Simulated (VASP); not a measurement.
# GaAs3 (Pm-3m) in VASP: notebook, part 2 of 2

VASP 6.6.1. The steps go on from the part before.

## (4) Relaxation of cell and atoms, PBE

This run uses another cell than the first one, of 30.84 Å³/atom.

Contents of INCAR:

```
ALGO = Normal ; EDIFF = 1E-6
EDIFFG = -0.01 ; ENCUT = 600
GGA = PE ; IBRION = 2
ISIF = 3 ; ISMEAR = 0
LASPH = T ; LCHARG = F
LREAL = F ; LWAVE = F
NELM = 100 ; NSW = 100
PREC = Accurate ; SIGMA = 0.1
```

Contents of KPOINTS:

```
k-points
0
Gamma
  10 10 10
```

Contents of POSCAR:

```
GaAs3
1.0
    4.9782336793      0.0000000000      0.0000000000
    0.0000000000      4.9782336793      0.0000000000
    0.0000000000      0.0000000000      4.9782336793
Ga As
1 3
Direct
    0.5000000000      0.5000000000      0.5000000000
    0.0000000000      0.5000000000      0.5000000000
    0.5000000000      0.0000000000      0.5000000000
    0.5000000000      0.5000000000      0.0000000000
```

Potentials or basis: VASP PAW PBE potentials, release 64 (Ga_d, As).

On the command line:

```console
> cat potpaw_PBE.64/Ga_d/POTCAR potpaw_PBE.64/As/POTCAR > POTCAR
> mpirun -np 1 vasp_std > vasp.out
```

OUTCAR:

```text
EDIFF = 1E-6
   EDIFFG = -0.01
   ENCUT = 600
   GGA = PE
   IBRION = 2
   ISIF = 3
   ISMEAR = 0
   LASPH = T
   LREAL = F
   NELM = 100
   NSW = 100
   PREC = Accurate

 ion  position               nearest neighbor table
   1  0.500  0.500  0.500-   2 2.49   3 2.49   4 2.49   4 2.49   3 2.49   2 2.49
   2  0.000  0.500  0.500-   1 2.49   1 2.49
   3  0.500  0.000  0.500-   1 2.49   1 2.49
   4  0.500  0.500  0.000-   1 2.49   1 2.49

  LATTYP: Found a simple cubic cell.
 ALAT       =     4.9782336793

  Lattice vectors:

 A1 = (   4.9782336793,   0.0000000000,   0.0000000000)
 A2 = (   0.0000000000,   4.9782336793,   0.0000000000)
 A3 = (   0.0000000000,   0.0000000000,   4.9782336793)

Analysis of symmetry for initial positions (statically):
=====================================================================
 Subroutine PRICEL returns:
 Original cell was already a primitive cell.

 Routine SETGRP: Setting up the symmetry group for a
 simple cubic supercell.

 Subroutine GETGRP returns: Found 48 space group operations
 (whereof 48 operations were pure point group operations)
 out of a pool of 48 trial point group operations.

The static configuration has the point symmetry O_h .

Analysis of symmetry for dynamics (positions and initial velocities):
=====================================================================
 Subroutine PRICEL returns:
 Original cell was already a primitive cell.

 Routine SETGRP: Setting up the symmetry group for a
 simple cubic supercell.

 Subroutine GETGRP returns: Found 48 space group operations
 (whereof 48 operations were pure point group operations)
 out of a pool of 48 trial point group operations.

The dynamic configuration has the point symmetry O_h .

 Subroutine INISYM returns: Found 48 space group operations
 (whereof 48 operations are pure point group operations),
 and found     1 'primitive' translations

[... 174 lines left out ...]
      2.48912      2.48912      0.00000         0.000000      0.000000      0.000000
 -----------------------------------------------------------------------------------
    total drift:                               -0.000000      0.000000     -0.000000

  FREE ENERGIE OF THE ION-ELECTRON SYSTEM (eV)
  ---------------------------------------------------
  free  energy   TOTEN  =       -13.2145036400 eV

  energy  without entropy=      -13.1999528767  energy(sigma->0) =      -13.20722826

--------------------------------------- Ionic step        2  -------------------------------------------

 number of electron      27.9999994 magnetization

 Free energy of the ion-electron system (eV)
  ---------------------------------------------------
  ext. energy  EPLUGINS =         0.00000000
  ---------------------------------------------------
  free energy    TOTEN  =       -13.21461059 eV

  energy without entropy =      -13.20002304  energy(sigma->0) =      -13.20731681

 E-fermi :   1.6832     XC(G=0):  -8.1397

 val. band max:        1.6795861997   @ k =   0.2000   0.0000   0.0000
 cond. band min:       1.7033899308   @ k =   0.4000   0.4000   0.4000
 fundamental gap:      0.0238037311
 Fermi energy:         1.6831806685

 k-point     1 :       0.0000    0.0000    0.0000
  band No.  band energies     occupation
      1     -13.5371      2.00000
      2     -13.5371      2.00000
      3     -13.3433      2.00000
      4     -13.3433      2.00000
      5     -13.3433      2.00000
      6     -10.9554      2.00000
[... 481 lines left out ...]
      5     -13.3440      2.00000
      6     -10.5332      2.00000
[... 10 lines left out ...]
     17       2.4445      0.00000
     18       2.9533      0.00000

 [... further k-points ...]

------------------------ aborting loop because EDIFF is reached ----------------------------------------

  FORCE on cell =-STRESS in cart. coord.  units (eV):
  Direction    XX          YY          ZZ          XY          YZ          ZX
  --------------------------------------------------------------------------------------
  -------------------------------------------------------------------------------------
  Total        0.0073988      0.0073988      0.0073988      0.0000000      0.0000000     -0.0000000
  in kB        0.0957929      0.0957929      0.0957929      0.0000000      0.0000000     -0.0000000
  external PRESSURE =       0.0957929 kB  Pullay stress =       0.0000000 kB

 VOLUME and BASIS-vectors are now :
 -----------------------------------------------------------------------------
  energy-cutoff  :      600.00
  volume of cell :      123.75
      direct lattice vectors                 reciprocal lattice vectors
     4.983242808  0.000000000  0.000000000     0.200672542 -0.000000000  0.000000000
     0.000000000  4.983242808  0.000000000    -0.000000000  0.200672542  0.000000000
    -0.000000000 -0.000000000  4.983242808    -0.000000000 -0.000000000  0.200672542

 POSITION                                       TOTAL-FORCE (eV/Angst)
 -----------------------------------------------------------------------------------
      2.49162      2.49162      2.49162         0.000000      0.000000      0.000000
      0.00000      2.49162      2.49162        -0.000000     -0.000000      0.000000
      2.49162      0.00000      2.49162        -0.000000     -0.000000      0.000000
      2.49162      2.49162      0.00000        -0.000000     -0.000000      0.000000
 -----------------------------------------------------------------------------------
    total drift:                               -0.000000      0.000000     -0.000000

  FREE ENERGIE OF THE ION-ELECTRON SYSTEM (eV)
  ---------------------------------------------------
  free  energy   TOTEN  =       -13.2146105888 eV

  energy  without entropy=      -13.2000230408  energy(sigma->0) =      -13.20731681

 reached required accuracy - stopping structural energy minimisation
```

OSZICAR:

```text
N       E                     dE             d eps       ncg     rms          rms(c)
DAV:   1     0.181075511774E+03    0.18108E+03   -0.13384E+04  2016   0.177E+03
[... 13 lines left out ...]
       N       E                     dE             d eps       ncg     rms          rms(c)
DAV:   1    -0.132161646708E+02   -0.16613E-02   -0.25078E-02  2618   0.258E+00    0.219E-01
DAV:   2    -0.132149744497E+02    0.11902E-02   -0.27289E-03  2568   0.106E+00    0.103E-01
DAV:   3    -0.132146431702E+02    0.33128E-03   -0.50136E-04  2662   0.355E-01    0.226E-02
DAV:   4    -0.132146123351E+02    0.30835E-04   -0.65237E-05  2562   0.107E-01    0.648E-03
DAV:   5    -0.132146105596E+02    0.17755E-05   -0.36506E-06  2062   0.259E-02    0.193E-03
DAV:   6    -0.132146105888E+02   -0.29183E-07   -0.15859E-06  1072   0.249E-02
   2 F= -.13214611E+02 E0= -.13207317E+02  d E =-.106949E-03
```

CONTCAR:

```text
GaAs3
   1.00000000000000
     4.9832428077824895    0.0000000000000000    0.0000000000000000
     0.0000000000000000    4.9832428077824895    0.0000000000000000
    -0.0000000000000000   -0.0000000000000000    4.9832428077824895
  Ga              As
     1     3
Direct
     0.5000000000000000    0.5000000000000000    0.5000000000000000
     0.0000000000000000    0.5000000000000000    0.5000000000000000
     0.5000000000000000    0.0000000000000000    0.5000000000000000
     0.5000000000000000    0.5000000000000000    0.0000000000000000

  0.00000000E+00  0.00000000E+00  0.00000000E+00
  0.00000000E+00  0.00000000E+00  0.00000000E+00
  0.00000000E+00  0.00000000E+00  0.00000000E+00
  0.00000000E+00  0.00000000E+00  0.00000000E+00
```

Wall time 5.3 min (1 thread of Intel Xeon 8259CL, shared host); peak memory 0.35 GiB.

Results:

| Property | Result |
| --- | --- |
| Free energy | -13.2146 eV |
| Relaxed volume | 30.94 Å³/atom |
| Relaxed cell | a = 4.983 Å, b = 4.983 Å, c = 4.983 Å, α = 90.00°, β = 90.00°, γ = 90.00° |
| Space group after relaxing (to 0.1 Å) | Pm-3m (No. 221) |
| Energy gained by relaxing | 0.0 meV/atom |
| Ionic steps | 2 |
| Pressure after relaxing | 0.0 GPa |
| Band gap on the k mesh | zero (bands 14 and 15 overlap by 1.51 eV) |

The path:
| step | energy change (eV) | largest force (eV/Å) | pressure (GPa) | volume (Å³) |
| --- | --- | --- | --- | --- |
| 1 | 0.0000 | 0.0000 | 0.11 | 123.37 |
| 2 | -0.0001 | 0.0000 | 0.01 | 123.75 |

Final structure:
```yaml
crystal:
  lattice:
    - [4.98324, 0.00000, 0.00000]
    - [0.00000, 4.98324, 0.00000]
    - [0.00000, 0.00000, 4.98324]
  atoms:
    - { symbol: Ga, position: [0.50000, 0.50000, 0.50000] }
    - { symbol: As, position: [0.00000, 0.50000, 0.50000] }
    - { symbol: As, position: [0.50000, 0.00000, 0.50000] }
    - { symbol: As, position: [0.50000, 0.50000, 0.00000] }
```

Levels at points of the mesh, in eV from the Fermi level:
```
           k point  band 10  band 11  band 12  band 13  band 14  band 15  band 16  band 17  band 18
(0.00, 0.00, 0.00)    -4.47    -4.47    -2.04     0.32     0.32     0.32     0.82     0.82     0.82
(0.50, 0.00, 0.00)    -4.09    -4.09    -1.29    -0.75    -0.75    -0.33     0.66     0.66     3.09
(0.50, 0.50, 0.00)    -3.68    -2.82    -0.78    -0.78    -0.65    -0.65     0.80     2.07     4.33
(0.50, 0.50, 0.50)    -2.68    -2.68    -2.68     0.86     0.86     2.10     2.10     2.10     3.89
```

## (5) Summary

| task | cell | k mesh | cutoff (eV) | gap on the mesh (eV) | pressure (GPa) | relaxed volume (Å³/atom) |
| --- | --- | --- | --- | --- | --- | --- |
| relaxation of cell and atoms | relaxed from a = 4.687 Å, 4 atoms | 4 × 4 × 4 | 600 | none | 0.1 | 30.90 |
| single point | a = 4.978 Å, 4 atoms | 10 × 10 × 10 | 520 | none | 0.1 | - |
| relaxation of cell and atoms | relaxed from a = 4.978 Å, 4 atoms | 10 × 10 × 10 | 600 | none | 0.0 | 30.94 |

Alike in all rows: level PBE; potentials or basis VASP PAW PBE potentials, release 64 (Ga_d, As); no spin polarisation; smearing gaussian 0.1 eV.

Caveats: the volume moved by over 15 % at a fixed basis, so the end points are rough (at least some runs).

Total energies depend on the potentials used, so only differences within one code and one set of settings carry meaning.

The gap in the log of VASP goes by the Fermi energy; the results here count the filled bands.